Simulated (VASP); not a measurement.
AgPd2:

```
Ag Pd
1.0
     4.14657    0.00000    0.00000
     0.00000    4.14657    0.00000
     0.00000    0.00000    5.96947
Ag Pd
2 4
Direct
  0.00000 0.00000 0.00000
  0.50000 0.50000 0.50000
  0.00000 0.50000 0.20300
  0.00000 0.50000 0.70300
  0.50000 0.00000 0.29700
  0.50000 0.00000 0.79700
```

- Program: VASP 6.6.1
- Task: relaxation of cell and atoms
- Functional: PBE
- Potentials or basis: VASP PAW PBE potentials, release 64 (Ag, Pd)
- Cutoff: 600 eV
- k mesh: 4 × 4 × 4
- Occupations: gaussian, width 0.1 eV
- Spin: no spin polarisation

At the start: pressure 21.0 GPa; volume 17.11 Å³/atom.

Q: How do energy, volume and symmetry change on relaxing?

A: Over 17 steps the energy falls by 298.0 meV/atom and the volume is 19.47 Å³/atom (+13.8 %); space group P4_2/nmc (No. 137, to 0.1 Å) before, I4/mmm (No. 139, to 0.1 Å).

The path:
```csv
step,energy change (eV),largest force (eV/Å),pressure (GPa),volume (Å³)
1,0.0000,1.9931,21.02,102.64
2,-0.6309,0.4747,-9.50,139.67
3,-1.2271,0.9304,-1.96,121.49
4,-1.2274,0.9443,-1.71,121.10
5,-1.4127,0.7877,-1.14,119.36
6,-1.7151,0.2350,1.95,114.17
7,-1.7214,0.1041,2.91,113.11
8,-1.7242,0.1259,-2.63,120.19
9,-1.7592,0.0247,-0.11,116.59
10,-1.7636,0.0279,-0.09,116.60
11,-1.7769,0.0366,0.02,116.59
12,-1.7837,0.0522,0.42,116.38
13,-1.7862,0.0454,0.21,116.50
14,-1.7865,0.0471,0.26,116.47
15,-1.7821,0.0229,-1.10,118.31
16,-1.7871,0.0410,-0.10,116.93
17,-1.7879,0.0162,-0.01,116.83
```

Final structure:
```
Ag Pd
1.0
     4.58783    0.00000    0.00000
     0.00000    4.58783    0.00000
     0.00000    0.00000    5.55037
Ag Pd
2 4
Direct
  0.00000 0.00000 0.00000
  0.50000 0.50000 0.50000
  0.00000 0.50000 0.25087
  0.00000 0.50000 0.75087
  0.50000 0.00000 0.24913
  0.50000 0.00000 0.74913
```

Caveat: the k points lie up to 0.34 Å⁻¹ apart in the final cell, too coarse for converged energies and pressures of a metal.
